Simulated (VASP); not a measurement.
Wanted: the native input for a VASP 6.6.1 run.

* Task: single point
* Functional: PBEsol
* Potentials or basis: VASP PAW PBE potentials, release 64 (Hf_pv, N)
* Cutoff: 600 eV
* k mesh: 22 × 22 × 22
* Occupations: gaussian, width 0.15 eV
* Spin: no spin polarisation
* Dipole correction: no
* Further INCAR settings: ALGO = Normal; EDIFF = 1e-06; NBANDS = 14

The structure of HfN lies in POSCAR:

```
HfN
1.0
    0.0000000000      2.1945063640      2.1382369700
    2.1945063640      0.0000000000      2.1382369700
    2.1945063640      2.1945063640      0.0000000000
Hf N
1 1
Direct
    0.0000000000      0.0000000000      0.0000000000
    0.5000000000      0.5000000000      0.5000000000
```

This cell differs from its parent crystal: strain -0.025 along x and y, -0.050 along z.

These files were run (other wordings do the same):

INCAR

```
  ALGO = Normal
  EDIFF = 1E-6
  ENCUT = 600
  GGA = PS
  GGA_COMPAT = False
  ISIF = 2
  ISMEAR = 0
  LASPH = True
  LCHARG = False
  LREAL = False
  LWAVE = False
  NBANDS = 14
  NELM = 120
  PREC = Accurate
  SIGMA = 0.15
```

KPOINTS

```
k-points
0
Gamma
  22 22 22
```

Potentials or basis: VASP PAW PBE potentials, release 64 (Hf_pv, N).

Run with:

```sh
$ cat potpaw_PBE.64/Hf_pv/POTCAR potpaw_PBE.64/N/POTCAR > POTCAR
$ mpirun -np 1 vasp_std > vasp.out
```

It gave:

```
Pressure               : 34.3 GPa
Band gap on the k mesh : zero (an odd number of electrons rules out a gap without spin polarisation)
```

Caveat: the cell differs from its parent crystal (strain -0.025 along x and y, -0.050 along z); the stress differs along the axes, from 27 to 49 GPa; the PAW data sets were made with another functional, which shifts forces and pressure a little; spin-orbit coupling is left out, which moves the levels of the heavy elements.

It took 79 s on 1 thread of Intel(R) Xeon(R) 6975P-C (Granite Rapids) (shared host), peak memory 0.41 GiB.
